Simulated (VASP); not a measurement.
# Ag in VASP: notebook, part 2 of 3

VASP 6.6.1. The steps go on from the part before.

### Step 3. Electric field gradients, PBE (18.76 Å³/atom)

This run uses another cell than the first one, of 18.76 Å³/atom.

File INCAR:

```
SYSTEM = Ag
PREC     = Accurate       ! precision mode
ENCUT    = 520            ! plane-wave cutoff, eV
EDIFF    = 1E-8           ! SCF threshold, eV
ISMEAR   = -1             ! smearing method
SIGMA    = 0.08           ! smearing width, eV
LREAL    = .False.        ! projectors in reciprocal space
LASPH    = .True.         ! aspherical terms in the spheres
NELM     = 100            ! most SCF steps
ALGO     = Normal         ! electronic algorithm
ISIF     = 2              ! what is computed and relaxed
LWAVE    = .False.        ! write WAVECAR
LCHARG   = .False.        ! write CHGCAR
GGA      = PE             ! functional
LEFG     = .True.       
NBANDS   = 30             ! bands
```

File KPOINTS:

```
regular mesh
0
Gamma
  14 14 4
  0 0 0
```

File POSCAR:

```
Ag
1.0
    2.9241795655      0.0000000000      0.0000000000
   -1.4620897828      2.5324137891      0.0000000000
    0.0000000000      0.0000000000     10.1315940382
Ag
4
Direct
    0.3333333333      0.6666666667      0.2500000000
    0.6666666667      0.3333333333      0.7500000000
    0.0000000000      0.0000000000      0.0000000000
    0.0000000000      0.0000000000      0.5000000000
```

Potentials or basis: VASP PAW PBE potentials, release 64 (Ag).

Started as:

```bash
$ cat potpaw_PBE.64/Ag/POTCAR > POTCAR
$ mpirun -np 1 vasp_std > vasp.out
```

OUTCAR:

```text
SYSTEM = Ag
   PREC = Accurate
   ENCUT = 520
   EDIFF = 1E-8
   ISMEAR = -1
   LREAL = .False.
   LASPH = .True.
   NELM = 100
   ISIF = 2
   GGA = PE

 ion  position               nearest neighbor table
   1  0.333  0.667  0.250-   3 3.04   4 3.04   3 3.04   4 3.04   3 3.04   4 3.04
   2  0.667  0.333  0.750-   3 3.04   4 3.04   3 3.04   4 3.04   3 3.04   4 3.04
   3  0.000  0.000  0.000-   1 3.04   2 3.04   2 3.04   1 3.04   2 3.04   1 3.04
   4  0.000  0.000  0.500-   1 3.04   2 3.04   2 3.04   1 3.04   2 3.04   1 3.04

  LATTYP: Found a hexagonal cell.
 ALAT       =     2.9241795655
 C/A-ratio  =     3.4647646669

  Lattice vectors:

 A1 = (   2.9241795655,   0.0000000000,   0.0000000000)
 A2 = (  -1.4620897828,   2.5324137891,   0.0000000000)
 A3 = (   0.0000000000,   0.0000000000,  10.1315940382)

Analysis of symmetry for initial positions (statically):
=====================================================================
 Subroutine PRICEL returns:
 Original cell was already a primitive cell.

 Routine SETGRP: Setting up the symmetry group for a
 hexagonal supercell.

 Subroutine GETGRP returns: Found 24 space group operations
 (whereof 12 operations were pure point group operations)
 out of a pool of 24 trial point group operations.

The static configuration has the point symmetry D_3d.
 The point group associated with its full space group is D_6h.

Analysis of symmetry for dynamics (positions and initial velocities):
=====================================================================
 Subroutine PRICEL returns:
 Original cell was already a primitive cell.

 Routine SETGRP: Setting up the symmetry group for a
 hexagonal supercell.

 Subroutine GETGRP returns: Found 24 space group operations
 (whereof 12 operations were pure point group operations)
 out of a pool of 24 trial point group operations.

The dynamic configuration has the point symmetry D_3d.
 The point group associated with its full space group is D_6h.

 Subroutine INISYM returns: Found 24 space group operations
 (whereof 12 operations are pure point group operations),
 and found     1 'primitive' translations

----------------------------------------------------------------------------------------

                                     Primitive cell

  volume of cell :      75.0268

  direct lattice vectors                    reciprocal lattice vectors
     2.924179565  0.000000000  0.000000000     0.341976263  0.197440087  0.000000000
    -1.462089783  2.532413789  0.000000000     0.000000000  0.394880175  0.000000000
     0.000000000  0.000000000 10.131594038     0.000000000  0.000000000  0.098701152

  length of vectors
     2.924179565  2.924179566 10.131594038     0.394880175  0.394880175  0.098701152

  position of ions in fractional coordinates (direct lattice)
     0.333333333  0.666666667  0.250000000
     0.666666667  0.333333333  0.750000000
     0.000000000  0.000000000  0.000000000
     0.000000000  0.000000000  0.500000000

  ion indices of the primitive-cell ions
[... 91 lines left out ...]
   EFERMI =   0.00;   METHOD = LEGACY
   ISMEAR =    -1;   SIGMA  =   0.08  broadening in eV -4-tet -1-fermi 0-gaus
   EFERMI_NEDOS =   21; number of points for ismear=-14 and -15
   IALGO  =     38    algorithm
   IMIX   =      4    mixing-type and parameters
     AMIX     =   0.40;   BMIX     =  1.00
     AMIX_MAG =   1.60;   BMIX_MAG =  1.00
  volume/ion in A,a.u.               =      18.76       126.58
  Fermi-wavevector in a.u.,A,eV,Ry     =   1.370314  2.589519 25.548498  1.877762
  Thomas-Fermi vector in A             =   2.496112
   LORBIT       =      0    0 simple, 1 ext, 2 COOP (PROOUT), +10 PAW based schemes
   GGA     = PE    functional components
   LHFCALC =     F    Hartree Fock is set to
   AEXX    =    0.0000 exact exchange contribution
   IVDW    =     0    specifies the selected vdW correction
   LEPSILON=     F    determine dielectric tensor
   LRPA    =     F    only Hartree local field effects (RPA)
 non-spin polarized calculation
  energy-cutoff  :      520.00
  volume of cell :       75.03
 maximum number of plane-waves:      2077
 NGX is ok and might be reduce to    24
   NGX = 11   NGY = 11   NGZ = 37

 number of electron      43.9999996 magnetization

 Free energy of the ion-electron system (eV)
  ---------------------------------------------------
  ext. energy  EPLUGINS =         0.00000000
  ---------------------------------------------------
  free energy    TOTEN  =       -10.78815653 eV

  energy without entropy =      -10.76138408  energy(sigma->0) =      -10.77477031

 E-fermi :   7.1571     XC(G=0): -11.6459

 val. band max:        7.1475690302   @ k =   0.3571   0.1429   0.5000
 cond. band min:       7.1758941214   @ k =   0.3571   0.0000   0.2500
 fundamental gap:      0.0283250912
 Fermi energy:         7.1571112869

 k-point     1 :       0.0000    0.0000    0.0000
  band No.  band energies     occupation
      1       0.0778      2.00000
      2       1.1940      2.00000
      3       1.1955      2.00000
      4       1.2711      2.00000
      5       2.4801      2.00000
      6       2.7029      2.00000
[... 781 lines left out ...]
     29      13.5083      0.00000
     30      15.6404      0.00000

 [... further k-points ...]

------------------------ aborting loop because EDIFF is reached ----------------------------------------

  FORCE on cell =-STRESS in cart. coord.  units (eV):
  Direction    XX          YY          ZZ          XY          YZ          ZX
  --------------------------------------------------------------------------------------
  -------------------------------------------------------------------------------------
  Total       -1.0191232     -1.0191232     -2.8835524      0.0000000      0.0000000     -0.0000000
  in kB      -21.7631015    -21.7631015    -61.5774839      0.0000000      0.0000000     -0.0000000
  external PRESSURE =     -35.0345623 kB  Pullay stress =       0.0000000 kB

 VOLUME and BASIS-vectors are now :
 -----------------------------------------------------------------------------
  energy-cutoff  :      520.00
  volume of cell :       75.03
      direct lattice vectors                 reciprocal lattice vectors
     2.924179565  0.000000000  0.000000000     0.341976263  0.197440087  0.000000000
    -1.462089783  2.532413789  0.000000000     0.000000000  0.394880175  0.000000000
     0.000000000  0.000000000 10.131594038     0.000000000  0.000000000  0.098701152

 POSITION                                       TOTAL-FORCE (eV/Angst)
 -----------------------------------------------------------------------------------
     -0.00000      1.68828      2.53290        -0.000000     -0.000000      0.000000
      1.46209      0.84414      7.59870         0.000000      0.000000     -0.000000
      0.00000      0.00000      0.00000         0.000000      0.000000      0.000000
      0.00000      0.00000      5.06580        -0.000000      0.000000      0.000000
 -----------------------------------------------------------------------------------
    total drift:                               -0.000000      0.000000     -0.000000

  FREE ENERGIE OF THE ION-ELECTRON SYSTEM (eV)
  ---------------------------------------------------
  free  energy   TOTEN  =       -10.7881565282 eV

  energy  without entropy=      -10.7613840835  energy(sigma->0) =      -10.77477031

 Electric field gradients (V/A^2)
---------------------------------------------------------------------
 ion       V_xx      V_yy      V_zz      V_xy      V_xz      V_yz
---------------------------------------------------------------------
   1      -4.506    -4.507     9.012    -0.001     0.000     0.000
   2      -4.506    -4.507     9.012    -0.001     0.000    -0.000
   3      -4.198    -4.199     8.398    -0.001    -0.000     0.000
   4      -4.198    -4.199     8.398    -0.001     0.000    -0.000
---------------------------------------------------------------------

 Electric field gradients after diagonalization (V/A^2)
 (convention: |V_zz| > |V_xx| > |V_yy|)
----------------------------------------------------------------------
 ion       V_xx      V_yy      V_zz     asymmetry (V_yy - V_xx)/ V_zz
----------------------------------------------------------------------
   1      -4.507    -4.505     9.012       0.000
   2      -4.507    -4.505     9.012       0.000
   3      -4.200    -4.198     8.398       0.000
   4      -4.200    -4.198     8.398       0.000
----------------------------------------------------------------------

           NMR quadrupolar parameters

 Cq : quadrupolar parameter    Cq=e*Q*V_zz/h
 eta: asymmetry parameters     (V_yy - V_xx)/ V_zz
 Q  : nuclear electric quadrupole moment in mb (millibarn)
----------------------------------------------------------------------
 ion       Cq(MHz)       eta       Q (mb)
----------------------------------------------------------------------
   1       0.022       0.000       1.000
   2       0.022       0.000       1.000
   3       0.020       0.000       1.000
   4       0.020       0.000       1.000
----------------------------------------------------------------------
```

Run time: 90 s. Hardware: 1 thread of AMD EPYC 9R45 (Zen 5), shared host; peak memory 0.24 GiB.

What came out:

* Free energy: -10.7882 eV
* Pressure: -3.5 GPa
* Band gap on the k mesh: zero (bands 22 and 23 overlap by 6.01 eV)
* Largest electric field gradient by atom: Ag +9.0, +8.4 (each value once) V/Å²

Stress tensor (GPa, compression positive):
```
-2.18  0.00  0.00
 0.00 -2.18  0.00
 0.00  0.00 -6.16
```

Levels at points of the mesh, in eV from the Fermi level:
```tsv
k point	band 18	band 19	band 20	band 21	band 22	band 23	band 24	band 25	band 26	band 27
(0.00, 0.00, 0.00)	-3.39	-3.39	-3.29	-3.29	-3.00	-3.00	-0.50	2.39	9.27	9.27
(0.50, 0.00, 0.00)	-2.76	-2.75	-2.72	0.15	0.96	1.12	1.64	4.03	4.05	6.62
(0.00, 0.00, 0.50)	-3.56	-3.11	-3.11	-3.11	-3.11	-2.43	-2.43	5.07	5.07	13.55
(0.50, 0.00, 0.50)	-2.79	-2.73	-2.73	0.48	0.48	1.50	1.50	4.39	4.39	5.81
```

Electric field gradients, principal values (V/Å²):
```csv
atom,least,middle,greatest (by size)
1 Ag,-4.505,-4.507,9.012
2 Ag,-4.505,-4.507,9.012
3 Ag,-4.198,-4.200,8.398
4 Ag,-4.198,-4.200,8.398
```

Caveat: the cell stands under tension; without QUAD_EFG the Cq values of the log hold for a quadrupole moment of 1 mb, not for the nuclei.

(Continued in part 3 of 3.)
